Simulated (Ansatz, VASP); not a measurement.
## Two plane-wave programs on GdN

```xyz
2
Lattice="3.0189 0.0000 0.0000 0.0000 3.0189 0.0000 0.0000 0.0000 3.0189" Properties=species:S:1:pos:R:3 pbc="T T T"
Gd    0.0000    0.0000    0.0000
N     1.5094    1.5094    1.5294
```

Alike in both runs: task single point; functional r2SCAN; k mesh 12 × 12 × 12; occupations gaussian, width 0.05 eV; collinear spin.

```csv
,VASP,Ansatz
version,VASP 6.6.1,Ansatz 0.2.0
potentials or method,"VASP PAW PBE potentials, release 64 (Gd, N), cutoff 520 eV","scalar-relativistic, plane waves, PAW"
valence electrons in the cell,23,23
```

|  | VASP | Ansatz | Ansatz less VASP |
| --- | --- | --- | --- |
| gap on the k mesh at the Fermi level (eV) | none | none | - |
| pressure (GPa) | 0.1 | 0.1 | 0.00 |
| rms of the force components (eV/Å) | 0.032 | 0.032 | +0.0004 |
| net moment per atom (μB) | 3.50 | 3.50 | 0.000 |
| size of the moment on the site where the two differ most (μB) | 6.79 | 6.95 | +0.161 |

VASP's potentials were made for PBE, not for r2SCAN. Site moments also hang on the region over which each program counts them. Atom by atom the forces differ by 0.000 eV/Å (rms over components). A gap of «none» marks a metal or a gap that the smearing closes. With one functional, cell and mesh, what is left measures potentials, basis and numerics. Ansatz's warnings: stability check not made.

Neither program's run includes spin-orbit coupling.
